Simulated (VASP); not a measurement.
# RbZn (NaTl type) (Fd-3m) in VASP: electric field gradients with PBEsol

Aim: the electric field gradients of RbZn (NaTl type) with PBEsol.

Everything below comes from runs of VASP 6.6.1. Logs are shortened: lines on timing, memory, paths and dates and some standing lists are left out, and cuts for length are marked.

### 1 The cell of the first run

The structure is cubic, space group Fd-3m (No. 227). Conventional cell: a = 8.152 Å, b = 8.152 Å, c = 8.152 Å, α = 90.00°, β = 90.00°, γ = 90.00°. Within 4.6 Å of Rb (site symmetry -43m) lie 4 Rb at 3.53 Å and 10 Zn at 3.53 to 4.08 Å. Zn (site symmetry -43m) has 4 Zn at 3.53 Å and 10 Rb at 3.53 to 4.08 Å within 4.6 Å.

### 2 Electric field gradients, PBEsol

INCAR

```
PREC = Accurate
ENCUT = 520
EDIFF = 1E-8
ISMEAR = -1
SIGMA = 0.05
LREAL = False
LASPH = True
NELM = 60
ALGO = Normal
ISIF = 2
LWAVE = False
LCHARG = False
GGA = PS
LEFG = True
NBANDS = 29
```

KPOINTS

```
Automatic mesh
0
Gamma
  7 7 7
```

POSCAR

```
RbZn
1.0
    0.0000000000      4.0757605480      4.0757605480
    4.0757605480      0.0000000000      4.0757605480
    4.0757605480      4.0757605480      0.0000000000
Rb Zn
2 2
Direct
    0.1250000000      0.1250000000      0.1250000000
   -0.1250000000     -0.1250000000     -0.1250000000
    0.3750000000      0.3750000000      0.3750000000
   -0.3750000000     -0.3750000000     -0.3750000000
```

Potentials or basis: VASP PAW PBE potentials, release 64 (Rb_sv, Zn).

On the command line:

```console
cat potpaw_PBE.64/Rb_sv/POTCAR potpaw_PBE.64/Zn/POTCAR > POTCAR
mpirun -np 1 vasp_std > vasp.out
```

OUTCAR:

```text
PREC = Accurate
   ENCUT = 520
   EDIFF = 1E-8
   ISMEAR = -1
   LREAL = False
   LASPH = True
   NELM = 60
   ISIF = 2
   GGA = PS

 ion  position               nearest neighbor table
   1  0.125  0.125  0.125-   2 3.53   2 3.53   2 3.53   2 3.53   3 3.53   3 3.53   3 3.53   3 3.53
                             4 4.08   4 4.08   4 4.08   4 4.08   4 4.08   4 4.08
   2  0.875  0.875  0.875-   4 3.53   4 3.53   4 3.53   1 3.53   4 3.53   1 3.53   1 3.53   1 3.53
                             3 4.08   3 4.08   3 4.08   3 4.08   3 4.08   3 4.08
   3  0.375  0.375  0.375-   1 3.53   1 3.53   1 3.53   1 3.53   2 4.08   2 4.08   2 4.08   2 4.08
                             2 4.08   2 4.08
   4  0.625  0.625  0.625-   2 3.53   2 3.53   2 3.53   2 3.53   1 4.08   1 4.08   1 4.08   1 4.08
                             1 4.08   1 4.08

  LATTYP: Found a face centered cubic cell.
 ALAT       =     8.1515210960

  Lattice vectors:

 A1 = (   0.0000000000,   4.0757605480,   4.0757605480)
 A2 = (   4.0757605480,   0.0000000000,   4.0757605480)
 A3 = (   4.0757605480,   4.0757605480,   0.0000000000)

Analysis of symmetry for initial positions (statically):
=====================================================================
 Subroutine PRICEL returns:
 Original cell was already a primitive cell.

 Routine SETGRP: Setting up the symmetry group for a
 face centered cubic supercell.

 Subroutine GETGRP returns: Found 48 space group operations
 (whereof 12 operations were pure point group operations)
 out of a pool of 48 trial point group operations.

The static configuration has the point symmetry D_3d.
 The point group associated with its full space group is O_h .

Analysis of symmetry for dynamics (positions and initial velocities):
=====================================================================
 Subroutine PRICEL returns:
 Original cell was already a primitive cell.

 Routine SETGRP: Setting up the symmetry group for a
 face centered cubic supercell.

 Subroutine GETGRP returns: Found 48 space group operations
 (whereof 12 operations were pure point group operations)
 out of a pool of 48 trial point group operations.

The dynamic configuration has the point symmetry D_3d.
 The point group associated with its full space group is O_h .

 Subroutine INISYM returns: Found 48 space group operations
 (whereof 12 operations are pure point group operations),
 and found     1 'primitive' translations

----------------------------------------------------------------------------------------

                                     Primitive cell

  volume of cell :     135.4116

  direct lattice vectors                    reciprocal lattice vectors
     0.000000000  4.075760548  4.075760548    -0.122676490  0.122676490  0.122676490
     4.075760548  0.000000000  4.075760548     0.122676490 -0.122676490  0.122676490
     4.075760548  4.075760548  0.000000000     0.122676490  0.122676490 -0.122676490

  length of vectors
     5.763995844  5.763995844  5.763995844     0.212481914  0.212481914  0.212481914

  position of ions in fractional coordinates (direct lattice)
     0.125000000  0.125000000  0.125000000
     0.875000000  0.875000000  0.875000000
     0.375000000  0.375000000  0.375000000
     0.625000000  0.625000000  0.625000000

  ion indices of the primitive-cell ions
   primitive index   ion index
                 1           1
                 2           2
                 3           3
                 4           4

----------------------------------------------------------------------------------------

 KPOINTS: Automatic mesh

Automatic generation of k-mesh.
 Grid dimensions read from file:
 generate k-points for:    7    7    7

 Generating k-lattice:

  Cartesian coordinates                     Fractional coordinates (reciprocal lattice)
    -0.017525213  0.017525213  0.017525213     0.142857143  0.000000000  0.000000000
     0.017525213 -0.017525213  0.017525213     0.000000000  0.142857143  0.000000000
     0.017525213  0.017525213 -0.017525213     0.000000000  0.000000000  0.142857143

  Length of vectors
     0.030354559  0.030354559  0.030354559

  Shift w.r.t. Gamma in fractional coordinates (k-lattice)
     0.000000000  0.000000000  0.000000000

 Subroutine IBZKPT returns following result:
 ===========================================

 Found     20 irreducible k-points:

 Following reciprocal coordinates:
            Coordinates               Weight
  0.000000  0.000000  0.000000      1.000000
  0.142857  0.000000  0.000000      8.000000
  0.285714  0.000000  0.000000      8.000000
  0.428571  0.000000  0.000000      8.000000
  0.142857  0.142857  0.000000      6.000000
  0.285714  0.142857  0.000000     24.000000
[... 12 lines left out ...]
 -0.428571  0.428571  0.142857     24.000000
 -0.285714  0.428571  0.142857     24.000000
   k-points           NKPTS =     20   k-points in BZ     NKDIM =     20   number of bands    NBANDS=     29
   number of dos      NEDOS =    301   number of ions     NIONS =      4
   total plane-waves  NPLWV = 110592
   dimension x,y,z NGX =    48 NGY =   48 NGZ =   48
   dimension x,y,z NGXF=    96 NGYF=   96 NGZF=   96
   ions per type =               2   2
   NGX,Y,Z   is equivalent  to a cutoff of  13.84, 13.84, 13.84 a.u.
   NGXF,Y,Z  is equivalent  to a cutoff of  27.69, 27.69, 27.69 a.u.
 SYSTEM =  unknown system
   PREC   = accura    normal or accurate (medium, high low for compatibility)
   ISTART =      0    job   : 0-new  1-cont  2-samecut
   ICHARG =      2    charge: 1-file 2-atom 10-const
   ISPIN  =      1    spin polarized calculation?
   LNONCOLLINEAR =      F non collinear calculations
   LSORBIT =      F    spin-orbit coupling
   LASPH  =      T    aspherical Exc in radial PAW
   ENCUT  =  520.0 eV  38.22 Ry    6.18 a.u.  10.72 10.72 10.72*2*pi/ulx,y,z
   NELM   =     60;   NELMIN=  2; NELMDL= -5     # of ELM steps
   EDIFF  = 0.1E-07   stopping-criterion for ELM
   LREAL  =      F    real-space projection
   EDIFFG = 0.1E-06   stopping-criterion for IOM
   NSW    =      0    number of steps for IOM
   IBRION =     -1    ionic relax: 0-MD 1-quasi-New 2-CG
   NFREE  =      0    steps in history (QN), initial steepest desc. (CG)
   ISIF   =      2    stress and relaxation
   ISYM   =      2    0-nonsym 1-usesym 2-fastsym
   POTIM  = 0.5000    time-step for ionic-motion
   TEBEG  =    0.0;   TEEND  =   0.0 temperature during run
   PSTRESS=    0.0 pullay stress
   NELECT =      42.0000    total number of electrons
   NUPDOWN=      -1.0000    fix difference up-down
   EMIN   =  10.00;   EMAX   =-10.00  energy-range for DOS
   EFERMI =   0.00;   METHOD = LEGACY
   ISMEAR =    -1;   SIGMA  =   0.05  broadening in eV -4-tet -1-fermi 0-gaus
   EFERMI_NEDOS =   21; number of points for ismear=-14 and -15
   IALGO  =     38    algorithm
   IMIX   =      4    mixing-type and parameters
     AMIX     =   0.40;   BMIX     =  1.00
     AMIX_MAG =   1.60;   BMIX_MAG =  1.00
  volume/ion in A,a.u.               =      33.85       228.45
  Fermi-wavevector in a.u.,A,eV,Ry     =   1.108169  2.094135 16.708474  1.228038
  Thomas-Fermi vector in A             =   2.244693
   LORBIT       =      0    0 simple, 1 ext, 2 COOP (PROOUT), +10 PAW based schemes
   GGA     = PS    functional components
   LHFCALC =     F    Hartree Fock is set to
   AEXX    =    0.0000 exact exchange contribution
   IVDW    =     0    specifies the selected vdW correction
   LEPSILON=     F    determine dielectric tensor
   LRPA    =     F    only Hartree local field effects (RPA)
 non-spin polarized calculation
  energy-cutoff  :      520.00
  volume of cell :      135.41
 maximum number of plane-waves:      3695
 NGX is ok and might be reduce to    48
   NGX = 21   NGY = 21   NGZ = 21

 number of electron      42.0000012 magnetization

 Free energy of the ion-electron system (eV)
  ---------------------------------------------------
  ext. energy  EPLUGINS =         0.00000000
  ---------------------------------------------------
  free energy    TOTEN  =        -3.70909660 eV

  energy without entropy =       -3.67051402  energy(sigma->0) =       -3.68980531

 E-fermi :   1.3379     XC(G=0):  -8.3491

 val. band max:        1.3207345719   @ k =  -0.4286   0.4286   0.1429
 cond. band min:       1.3710331750   @ k =  -0.4286   0.2857   0.1429
 fundamental gap:      0.0502986032
 Fermi energy:         1.3379369387

 k-point     1 :       0.0000    0.0000    0.0000
  band No.  band energies     occupation
      1     -27.1307      2.00000
      2     -26.9203      2.00000
      3     -11.4447      2.00000
      4     -11.4447      2.00000
      5     -11.4447      2.00000
      6     -10.9445      2.00000
[... 21 lines left out ...]
     28       3.7215      0.00000
     29       5.3994      0.00000

 k-point     2 :       0.1429    0.0000    0.0000
  band No.  band energies     occupation
      1     -27.1231      2.00000
      2     -26.9281      2.00000
      3     -11.4613      2.00000
      4     -11.4613      2.00000
      5     -11.4553      2.00000
      6     -10.9447      2.00000
[... 21 lines left out ...]
     28       4.1302      0.00000
     29       6.0350      0.00000

 k-point     3 :       0.2857    0.0000    0.0000
  band No.  band energies     occupation
      1     -27.1031      2.00000
      2     -26.9484      2.00000
      3     -11.4953      2.00000
      4     -11.4953      2.00000
      5     -11.4846      2.00000
      6     -10.9373      2.00000
[... 21 lines left out ...]
     28       4.9108      0.00000
     29       5.8615      0.00000

 k-point     4 :       0.4286    0.0000    0.0000
  band No.  band energies     occupation
      1     -27.0822      2.00000
      2     -26.9696      2.00000
      3     -11.5198      2.00000
      4     -11.5198      2.00000
      5     -11.5125      2.00000
      6     -10.9250      2.00000
[... 469 lines left out ...]
     28       5.6405      0.00000
     29       6.0472      0.00000

 k-point    19 :      -0.4286    0.4286    0.1429
  band No.  band energies     occupation
      1     -27.0471      2.00000
      2     -27.0049      2.00000
      3     -11.6130      2.00000
      4     -11.5962      2.00000
      5     -11.2747      2.00000
      6     -11.1557      2.00000
[... 21 lines left out ...]
     28       5.6626      0.00000
     29       5.7191      0.00000

 k-point    20 :      -0.2857    0.4286    0.1429
  band No.  band energies     occupation
      1     -27.0406      2.00000
      2     -27.0114      2.00000
      3     -11.6293      2.00000
      4     -11.5913      2.00000
      5     -11.2715      2.00000
      6     -11.1475      2.00000
[... 21 lines left out ...]
     28       5.5474      0.00000
     29       6.2566      0.00000

------------------------ aborting loop because EDIFF is reached ----------------------------------------

  FORCE on cell =-STRESS in cart. coord.  units (eV):
  Direction    XX          YY          ZZ          XY          YZ          ZX
  --------------------------------------------------------------------------------------
  -------------------------------------------------------------------------------------
  Total        0.0044645      0.0044645      0.0044645     -0.0000000      0.0000000     -0.0000000
  in kB        0.0528238      0.0528238      0.0528238     -0.0000000      0.0000000     -0.0000000
  external PRESSURE =       0.0528238 kB  Pullay stress =       0.0000000 kB

 VOLUME and BASIS-vectors are now :
 -----------------------------------------------------------------------------
  energy-cutoff  :      520.00
  volume of cell :      135.41
      direct lattice vectors                 reciprocal lattice vectors
     0.000000000  4.075760548  4.075760548    -0.122676490  0.122676490  0.122676490
     4.075760548  0.000000000  4.075760548     0.122676490 -0.122676490  0.122676490
     4.075760548  4.075760548  0.000000000     0.122676490  0.122676490 -0.122676490

 POSITION                                       TOTAL-FORCE (eV/Angst)
 -----------------------------------------------------------------------------------
      1.01894      1.01894      1.01894        -0.000000     -0.000000     -0.000000
      7.13258      7.13258      7.13258        -0.000000     -0.000000     -0.000000
      3.05682      3.05682      3.05682         0.000000      0.000000      0.000000
      5.09470      5.09470      5.09470        -0.000000     -0.000000     -0.000000
 -----------------------------------------------------------------------------------
    total drift:                                0.000000      0.000000      0.000000

  FREE ENERGIE OF THE ION-ELECTRON SYSTEM (eV)
  ---------------------------------------------------
  free  energy   TOTEN  =        -3.7090966003 eV

  energy  without entropy=       -3.6705140193  energy(sigma->0) =       -3.68980531

 Electric field gradients (V/A^2)
---------------------------------------------------------------------
 ion       V_xx      V_yy      V_zz      V_xy      V_xz      V_yz
---------------------------------------------------------------------
   1       0.000     0.000    -0.000    -0.000    -0.000    -0.000
   2       0.000     0.000    -0.000    -0.000    -0.000    -0.000
   3      -0.000    -0.000    -0.000    -0.004    -0.004    -0.004
   4      -0.000    -0.000    -0.000    -0.004    -0.004    -0.004
---------------------------------------------------------------------

 Electric field gradients after diagonalization (V/A^2)
 (convention: |V_zz| > |V_xx| > |V_yy|)
----------------------------------------------------------------------
 ion       V_xx      V_yy      V_zz     asymmetry (V_yy - V_xx)/ V_zz
----------------------------------------------------------------------
   1       0.000     0.000    -0.000       0.000
   2       0.000     0.000    -0.000       0.000
   3       0.004     0.004    -0.007       0.000
   4       0.004     0.004    -0.007       0.000
----------------------------------------------------------------------

           NMR quadrupolar parameters

 Cq : quadrupolar parameter    Cq=e*Q*V_zz/h
 eta: asymmetry parameters     (V_yy - V_xx)/ V_zz
 Q  : nuclear electric quadrupole moment in mb (millibarn)
----------------------------------------------------------------------
 ion       Cq(MHz)       eta       Q (mb)
----------------------------------------------------------------------
   1      -0.000       0.000       1.000
   2      -0.000       0.000       1.000
   3      -0.000       0.000       1.000
   4      -0.000       0.000       1.000
----------------------------------------------------------------------
```

It took 79 s on 1 thread of Intel Xeon Platinum 8375C at 2.90GHz (Ice Lake), shared host; peak memory 0.34 GiB.

Results:

| Property | Result |
| --- | --- |
| Free energy | -3.7091 eV |
| Pressure | 0.0 GPa |
| Band gap on the k mesh | zero (band 21 reaches 2.19 eV, above the bottom of band 22 at 1.24 eV) |

Levels at points of the mesh, in eV from the Fermi level:
```
           k point  band 17  band 18  band 19  band 20  band 21  band 22  band 23  band 24  band 25  band 26
(0.00, 0.00, 0.00)    -6.99    -6.99    -5.41    -0.75     0.85     0.85     0.85     1.90     1.90     1.90
```

Caveat: without QUAD_EFG the Cq values of the log hold for a quadrupole moment of 1 mb, not for the nuclei; the PAW data sets were made with another functional, which shifts forces and pressure a little.
